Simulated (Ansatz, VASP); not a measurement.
**SnO2 in VASP and in Ansatz**

```
Sn O
1.0
     4.78800    0.00000    0.00000
     0.00000    4.86658    0.00000
     0.00000    0.00000    3.24090
Sn O
2 4
Direct
  0.50000 0.50000 0.50000
  0.00000 0.00000 0.00000
  0.29185 0.32104 0.00000
  0.79185 0.17896 0.50000
  0.20814 0.82104 0.50000
  0.70815 0.67896 0.00000
```

Alike in both runs: task relaxation of cell and atoms; functional LDA; k mesh 4 × 4 × 6; occupations gaussian, width 0.1 eV; no spin polarisation.

```csv
,VASP,Ansatz
version,VASP 6.6.1,Ansatz 0.2.0
potentials or method,"VASP PAW LDA potentials, release 64 (Sn_d, O), cutoff 600 eV","scalar-relativistic, plane waves, PAW"
valence electrons in the cell,52,52
```

Ansatz gave:

| Quantity | Value |
| --- | --- |
| gap on the k mesh at the Fermi level, each at its own relaxed structure (eV) | 1.18 |
| relaxed volume (Å³/atom) | 11.86 |
| relaxed cell length with the largest relative difference (Å) | 3.187 |

Task: Which values does VASP return?

Result: gap on the k mesh at the Fermi level, each at its own relaxed structure (eV): 1.19; relaxed volume (Å³/atom): 11.88; relaxed cell length with the largest relative difference (Å): 3.199.

Ansatz warns that its potentials were made for another functional, while VASP's fit it. LDA's correlation is that of Perdew and Zunger in VASP and of Perdew and Wang (1992) in Ansatz.
